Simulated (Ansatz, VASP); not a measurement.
**Two plane-wave programs on EuS**

```
Eu S
1.0
     0.00000    2.95347    2.95347
     2.95347    0.00000    2.95347
     2.95347    2.95347    0.00000
Eu S
1 1
Direct
  0.00000 0.00000 0.00000
  0.50000 0.50000 0.50000
```

Alike in both runs: task single point; functional r2SCAN; k mesh 8 × 8 × 8; collinear spin.

```csv
,VASP,Ansatz
version,VASP 6.6.1,Ansatz 0.2.0
potentials or method,"VASP PAW PBE potentials, release 64 (Eu, S), cutoff 800 eV","plane waves, PAW"
occupations,"methfessel-paxton of order 1, width 0.1 eV","cold, width 0.1 eV"
valence electrons in the cell,23,23
```

|  | VASP | Ansatz | Ansatz less VASP |
| --- | --- | --- | --- |
| net moment per atom (μB) | 3.50 | 3.50 | +0.004 |
| size of the moment on the site where the two differ most (μB) | 6.53 | 6.81 | +0.279 |

VASP's potentials were made for PBE, not for r2SCAN. Site moments also hang on the region over which each program counts them. Ansatz's warnings: stability check not made.

Spin-orbit coupling is off throughout.
